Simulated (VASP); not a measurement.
The system is Ta.

```
Ta
1.0
    -1.65500    1.65500    1.65500
     1.65500   -1.65500    1.65500
     1.65500    1.65500   -1.65500
Ta
1
Direct
  0.00000 0.00000 0.00000
```

- Program: VASP 6.6.1
- Task: relaxation of cell and atoms
- Functional: LDA
- Potentials or basis: VASP PAW LDA potentials, release 64 (Ta_sv_GW)
- Cutoff: 500 eV
- k mesh: 24 × 24 × 24
- Occupations: gaussian, width 0.1 eV
- Spin: no spin polarisation

At the start: pressure -10.9 GPa; volume 18.13 Å³/atom.

**Question.** How do energy, volume and symmetry change on relaxing?

**Answer.** Over 7 steps the energy falls by 33.6 meV/atom and the volume is 17.19 Å³/atom (-5.2 %); space group Im-3m (No. 229, to 0.1 Å) before and after.

The path:
```csv
step,energy change (eV),largest force (eV/Å),pressure (GPa),volume (Å³)
1,0.0000,0.0000,-10.91,18.13
2,0.1889,0.0000,37.17,15.08
3,-0.0335,0.0000,-0.68,17.24
4,-0.0336,0.0000,-0.08,17.19
5,-0.0336,0.0000,0.16,17.18
6,-0.0336,0.0000,-0.32,17.21
7,-0.0336,0.0000,0.00,17.19
```

Final structure:
```
CELL_PARAMETERS angstrom
-1.62575 1.62575 1.62575
1.62575 -1.62575 1.62575
1.62575 1.62575 -1.62575
ATOMIC_POSITIONS crystal
Ta 0.00000 0.00000 0.00000
```
